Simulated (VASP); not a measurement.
Runs of VASP 6.6.1 on V. The structure is that of space group P6_3/mmc (No. 194), or close to it. The cells are those of the table. This isn't the form of V at room conditions, which is bcc.

| task | level | potentials or basis | cell | cutoff (eV) | gap on the mesh (eV) | pressure (GPa) | moment (μB) |
| --- | --- | --- | --- | --- | --- | --- | --- |
| single point | PBEsol | VASP PAW PBE potentials, release 64 (V_sv) | a = 2.655, b = 2.655, c = 4.816 Å, angles 90.0, 90.0, 120.0°, 2 atoms | 520 | none | (b) | 0.00 |
| single point | r2SCAN | VASP PAW PBE potentials, release 64 (V_sv) | a = 2.639, b = 2.639, c = 4.785 Å, angles 90.0, 90.0, 120.0°, 2 atoms | 520 | none | -8.9 | 0.00 |
| single point | PBEsol | VASP PAW PBE potentials, release 64 (V_sv) | a = 2.639, b = 2.639, c = 4.785 Å, angles 90.0, 90.0, 120.0°, 2 atoms | 520 | none | -12.8 | 0.00 |
| single point | LDA | VASP PAW LDA potentials, release 64 (V_sv) | a = 2.655, b = 2.655, c = 4.816 Å, angles 90.0, 90.0, 120.0°, 2 atoms | 520 | none | -20.2 | 0.00 |
| relaxation of cell and atoms | PBEsol | VASP PAW PBE potentials, release 64 (V_sv) | relaxed to 20 GPa from a = 2.604, b = 2.604, c = 4.723 Å, angles 90.0, 90.0, 120.0°, 2 atoms | 600 | none | 20.0 | 0.00 |
| single point | r2SCAN | VASP PAW PBE potentials, release 64 (V_sv) | a = 2.551, b = 2.551, c = 4.627 Å, angles 90.0, 90.0, 120.0°, 2 atoms | 520 | none | 9.5 | 0.00 |
| single point | r2SCAN | VASP PAW PBE potentials, release 64 (V_sv) | a = 2.569, b = 2.569, c = 4.659 Å, angles 90.0, 90.0, 120.0°, 2 atoms | 520 | none | 5.0 | 0.00 |
| single point | PBEsol | VASP PAW PBE potentials, release 64 (V_sv) | a = 2.622, b = 2.622, c = 4.755 Å, angles 90.0, 90.0, 120.0°, 2 atoms | 520 | none | (a) | 0.00 |

Alike in all rows: spin collinear, ferromagnetic start; k mesh 12 × 12 × 6; smearing fermi-dirac 0.05 eV.

**Question.** Fill in the values left out.

**Answer.** (a) -10.1; (b) -15.3.

Caveats: the moments typed at the start vanished in this run; the PAW data sets were made with another functional, which shifts forces and pressure a little (at least some runs); the cell stands under tension (at least some runs); the cell stands under pressure (at least some runs); the cell is relaxed towards a set pressure, so the run minimises the enthalpy, not the energy (at least some runs).

A gap of «none» marks levels without a gap at the run's occupations.
